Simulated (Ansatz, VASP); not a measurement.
**One calculation of Nb2Te6Mo, two programs**

```
Nb Te Mo
1.0
     6.44975    0.00000    0.00000
    -3.22488    5.58565    0.00000
     0.00000    0.00000    7.15461
Nb Te Mo
2 6 1
Direct
  0.33333 0.66667 0.00000
  0.66667 0.33333 0.00000
  0.66667 0.00000 0.74563
  0.33333 0.33333 0.74563
  0.00000 0.66667 0.74563
  0.33333 0.00000 0.25437
  0.00000 0.33333 0.25437
  0.66667 0.66667 0.25437
  0.00000 0.00000 0.00000
```

Alike in both runs: task single point; functional PBE; k mesh 3 × 3 × 4; occupations gaussian, width 0.1 eV; no spin polarisation.

|  | VASP | Ansatz |
| --- | --- | --- |
| version | VASP 6.6.1 | Ansatz 0.2.0 |
| potentials or method | VASP PAW PBE potentials, release 64 (Nb_sv, Te, Mo_sv), cutoff 520 eV | scalar-relativistic, plane waves, PAW |
| valence electrons in the cell | 76 | 136 |

|  | VASP | Ansatz | Ansatz less VASP |
| --- | --- | --- | --- |
| gap on the k mesh at the Fermi level (eV) | none | none | - |
| pressure (GPa) | -2.3 | -2.3 | +0.06 |
| traceless stress, the component that is largest in VASP (GPa) | 1.61 | 1.59 | -0.021 |
| rms of the force components (eV/Å) | 0.137 | 0.139 | +0.0019 |

Atom by atom the forces differ by 0.003 eV/Å (rms over components). A gap of «none» marks a metal or a gap that the smearing closes. The functional is the same, so the differences come from potentials, cutoffs and numerics. VASP's potentials hold 76 valence electrons a cell and Ansatz's 136, so a difference there can come from the potentials and not from the codes.

The k mesh is coarse, so the values compare programs but aren't converged. Neither program's run includes spin-orbit coupling.
